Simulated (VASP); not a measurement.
A run of VASP 6.6.1 is set up as follows.

The input POSCAR:

```
GaN
1.0
    3.1481828059      0.0000000000      0.0000000000
   -1.5740914029      2.7264062857      0.0000000000
    0.0000000000      0.0000000000      5.1267502375
Ga N
2 2
Direct
    0.3333333333      0.6666666667     -0.0008415286
    0.6666666667      0.3333333333      0.4991584714
    0.3333333333      0.6666666667      0.3758415286
    0.6666666667      0.3333333333      0.8758415286
```

INCAR.step1

```
SYSTEM = GaN
PREC = Accurate
ENCUT = 520
ISMEAR = 0
SIGMA = 0.01
LREAL = .FALSE.
LASPH = .TRUE.
NELM = 80
NBANDS = 26
GGA = PE
ALGO = Normal
EDIFF = 1E-4
LWAVE = .TRUE.
LCHARG = .FALSE.
```

Contents of INCAR.step2:

```
SYSTEM = GaN
PREC = Accurate
ENCUT = 520
EDIFF = 1E-6
ISMEAR = 0
SIGMA = 0.01
LREAL = .FALSE.
LASPH = .TRUE.
NELM = 80
ALGO = Normal
ISIF = 2
LWAVE = .FALSE.
LCHARG = .FALSE.
METAGGA = R2SCAN
LMIXTAU = .TRUE.
NBANDS = 26
ISTART = 1
```

KPOINTS

```
Automatic mesh
0
G
  8 8 4
  0 0 0
```

Potentials or basis: VASP PAW PBE potentials, release 64 (Ga_d, N).

Command:

```console
$ cat potpaw_PBE.64/Ga_d/POTCAR potpaw_PBE.64/N/POTCAR > POTCAR
$ cp INCAR.step1 INCAR
$ mpirun -np 1 vasp_std > vasp.out
$ cp INCAR.step2 INCAR
$ mpirun -np 1 vasp_std > vasp.out
```

Question: What does it give for the largest force?

Answer: 0.005 eV/Å.

Question: What does it give for the pressure?

Answer: 8.2 GPa.

Question: What does it give for the band gap on the k mesh?

Answer: 2.57 eV, direct.

Stress tensor (GPa, compression positive):
```
8.25 0.00 0.00
0.00 8.25 0.00
0.00 0.00 8.05
```

Caveat: the PAW data sets were made with another functional, which shifts forces and pressure a little. r2SCAN opens gaps a little over a GGA but as a rule still falls short of measured ones.
